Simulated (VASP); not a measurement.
Input of a VASP 6.6.1 run:

POSCAR

```
Zr
1.0
    3.2320000000      0.0000000000      0.0000000000
   -1.6160000000      2.7989941050      0.0000000000
    0.0000000000      0.0000000000      5.1470000000
Zr
2
Direct
    0.6666666667      0.3333333333      0.7500000000
    0.3333333333      0.6666666667      0.2500000000
```

File INCAR.step1:

```
PREC = Accurate
ENCUT = 600
ISMEAR = -1
SIGMA = 0.05
LREAL = F
LASPH = T
NELM = 80
GGA = PE
ALGO = Normal
EDIFF = 1E-4
LWAVE = T
LCHARG = F
```

File INCAR.step2:

```
PREC = Accurate
ENCUT = 600
EDIFF = 1E-6
ISMEAR = -1
SIGMA = 0.05
LREAL = F
LASPH = T
NELM = 80
ALGO = Normal
ISIF = 3
LWAVE = F
LCHARG = F
METAGGA = R2SCAN
LMIXTAU = T
IBRION = 2
NSW = 60
EDIFFG = -0.01
PSTRESS = 20.0
ISTART = 1
```

Contents of KPOINTS:

```
regular mesh
0
Gamma
  9 9 5
```

Potentials or basis: VASP PAW PBE potentials, release 64 (Zr_sv).

Run with:

```sh
$ cat potpaw_PBE.64/Zr_sv/POTCAR > POTCAR
$ cp INCAR.step1 INCAR
$ mpirun -np 1 vasp_std > vasp.out
$ cp INCAR.step2 INCAR
$ mpirun -np 1 vasp_std > vasp.out
```

Question: Estimate the relaxed cell.

Answer: a = 3.219 Å, b = 3.219 Å, c = 5.134 Å, α = 90.00°, β = 90.00°, γ = 120.00°.

Question: Estimate the relaxed volume.

Answer: 23.03 Å³/atom.

Question: What does it give for the band gap on the k mesh?

Answer: Zero (bands 12 and 13 overlap by 1.30 eV).

Question: Predict the space group after relaxing (to 0.1 Å).

Answer: P6_3/mmc (No. 194).

Final structure:
```cif
data_structure
_symmetry_space_group_name_H-M 'P 1'
_symmetry_Int_Tables_number 1
_cell_length_a 3.2187
_cell_length_b 3.2187
_cell_length_c 5.1339
_cell_angle_alpha 90.000
_cell_angle_beta 90.000
_cell_angle_gamma 120.000
_cell_volume 46.06
loop_
_atom_site_label
_atom_site_type_symbol
_atom_site_fract_x
_atom_site_fract_y
_atom_site_fract_z
_atom_site_occupancy
Zr1 Zr 0.66667 0.33333 0.75000 1
Zr2 Zr 0.33333 0.66667 0.25000 1
```

Caveat: the cell is relaxed towards a set pressure, so the run minimises the enthalpy, not the energy; the PAW data sets were made with another functional, which shifts forces and pressure a little.
